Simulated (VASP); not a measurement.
**Co: single point with BLYP**

The system is Co.

```
Co
1.0
    -1.40753    1.40753    1.40753
     1.40753   -1.40753    1.40753
     1.40753    1.40753   -1.40753
Co
1
Direct
  0.00000 0.00000 0.00000
```

This cell differs from its parent crystal: volume scaled by 0.96.

```yaml
Program: VASP 6.6.1
Task: single point
Functional: BLYP
Potentials_or_basis: VASP PAW PBE potentials, release 64 (Co)
Cutoff: 520 eV
k_mesh: 17 × 17 × 17
Occupations: fermi-dirac, width 0.05 eV
Spin: collinear spin, ferromagnetic start
Starting_moments: "[1.816] μB"
Dipole_correction: no
Further_INCAR_settings: ALGO = Normal; EDIFF = 1e-06; NBANDS = 14
```

| Property | Result |
| --- | --- |
| Pressure | 7.7 GPa |
| Net moment | 1.73 μB per cell |
| Site moments | Co +1.74 μB |
| Valence electrons inside the program's atomic spheres | Co 8.24 |

Levels at points of the mesh, in eV from the Fermi level:
Spin up:
```tsv
k point	band 2	band 3	band 4	band 5	band 6	band 7	band 8	band 9
(0.00, 0.00, 0.00)	-2.98	-2.98	-2.98	-1.88	-1.88	25.42	25.42	25.42
```
Spin down:
```csv
k point,band 2,band 3,band 4,band 5,band 6,band 7
"(0.00, 0.00, 0.00)",-1.50,-1.50,-1.50,0.34,0.34,25.23
```

Wall time 43 s on 1 thread of Intel(R) Xeon(R) Platinum 8488C (Sapphire Rapids), with other jobs on the host, peak memory 0.15 GiB.

Caveat: the PAW data sets were made with another functional, which shifts forces and pressure a little.
